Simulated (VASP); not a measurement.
Ca5GeN2, 8 atoms in the cell. Symmetry: F-43m, No. 216, cubic system. Conventional cell: a = 8.559 Å, b = 8.559 Å, c = 8.559 Å, α = 90.00°, β = 90.00°, γ = 90.00°. Ca (site symmetry 3m) has 2 N at 1.57 to 2.14 Å within 2.2 Å. Ca (site symmetry -43m) has 12 Ca at 3.51 Å and 4 Ge at 3.71 Å and 10 N at 3.71 to 4.28 Å within 4.6 Å. Within 4.7 Å of Ge (site symmetry -43m) lie 16 Ca at 3.61 to 3.71 Å and 10 N at 3.71 to 4.28 Å. Within 2.8 Å of N (site symmetry -43m) lie 4 Ca at 2.14 Å. N (site symmetry -43m) has 4 Ca at 1.57 Å within 2.1 Å. The cell was built from a structure type or drawn by symmetry, and may not be a known phase.

```yaml
Program: VASP 6.6.1
Task: relaxation of cell and atoms
Functional: PBE
Potentials_or_basis: VASP PAW PBE potentials, release 64 (Ca_sv, Ge_d, N)
Cutoff: 600 eV
k_mesh: 3 × 3 × 3
Occupations: gaussian, width 0.15 eV
Spin: no spin polarisation
Dipole_correction: no
Further_INCAR_settings: ALGO = Normal; EDIFF = 1e-07; IBRION = 2; EDIFFG = -0.08; NSW = 36; ISIF = 3
```

Potentials or basis: VASP PAW PBE potentials, release 64 (Ca_sv, Ge_d, N).

Launch:

```sh
$ cat potpaw_PBE.64/Ca_sv/POTCAR potpaw_PBE.64/Ge_d/POTCAR potpaw_PBE.64/N/POTCAR > POTCAR
$ mpirun -np 1 vasp_std > vasp.out
```

Hardware: 1 thread of AMD EPYC 9R45 96-Core Processor (Zen 5), with other jobs on the host.

Question: Estimate the wall time of this run.

Answer: Wall time 5.7 min on 1 thread of AMD EPYC 9R45 96-Core Processor (Zen 5) (shared host), peak memory 0.32 GiB. Counts: scf iterations 131, k points 4, ion steps 7.
